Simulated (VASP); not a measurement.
Set up this calculation in VASP 6.6.1, as the native input.

| Item | Value |
| --- | --- |
| Task | single point |
| Functional | PBE |
| Dispersion | D3(BJ) |
| Potentials or basis | VASP PAW PBE potentials, release 64 (Ge_d, S, Sb, Si) |
| Cutoff | 520 eV |
| k mesh | 1 × 1 × 1, shifted |
| Occupations | fermi-dirac, width 0.1181 eV |
| Spin | no spin polarisation |
| Dipole correction | no |
| Further INCAR settings | ALGO = Normal; EDIFF = 1e-06; NBANDS = 50; ISYM = 0 |

The structure of Si8GeSb3S2 lies in POSCAR:

```
Si8GeSb3S2
1.0
    6.9844320000     -0.0408370000     -0.0068710000
   -0.0408370000      6.8442120000     -0.2202700000
   -0.0068710000     -0.2202700000      7.0988770000
Ge S Sb Si
1 2 3 8
Direct
    0.4581636488      0.5245432241      0.7675852361
    0.6713011859      0.5748752740      0.5116144831
    0.3311229262      0.6619294249      0.2313126907
    1.0681006599      0.3139876462      0.6465019719
    0.1239164550      0.3047151037      0.0942225124
    0.9146135463      0.9409159357      0.1912292413
    0.1912775417      0.8645626584      0.4575517346
    0.5494897663      0.8238184739      0.0616551096
   -0.0050209512      0.7388191813      0.7210521047
    0.5203794865      0.1742108493      0.1653164228
    0.4341372348      0.1411696811      0.6025394443
    0.7263427587      0.9138583087      0.5862865733
    0.2738544106     -0.0407744714      0.8712874249
    0.7745274540      0.5753216792     -0.0059782858
```

These files were run (other wordings do the same):

INCAR

```
SYSTEM = Si8GeSb3S2
PREC = Accurate
ENCUT = 520
EDIFF = 1E-6
ISMEAR = -1
SIGMA = 0.1181
LREAL = .False.
LASPH = .True.
NELM = 80
ALGO = Normal
ISIF = 2
LWAVE = .False.
LCHARG = .False.
GGA = PE
IVDW = 12
NBANDS = 50
ISYM = 0
```

KPOINTS

```
Automatic mesh
0
Gamma
  1 1 1
  0.25 0.25 0.25
```

Potentials or basis: VASP PAW PBE potentials, release 64 (Ge_d, S, Sb, Si).

The run is started by

```sh
$ cat potpaw_PBE.64/Ge_d/POTCAR potpaw_PBE.64/S/POTCAR potpaw_PBE.64/Sb/POTCAR potpaw_PBE.64/Si/POTCAR > POTCAR
$ mpirun -np 1 vasp_std > vasp.out
```

Results of the run:

The pressure is -4.5 GPa, the largest force is 2.103 eV/Å and the dispersion energy per atom is -0.339 eV.

Caveat: the k points lie up to 0.92 Å⁻¹ apart.

Run time: 43 s on 1 thread of Intel(R) Xeon(R) Platinum 8488C (Sapphire Rapids), on a shared host, peak memory 0.38 GiB.
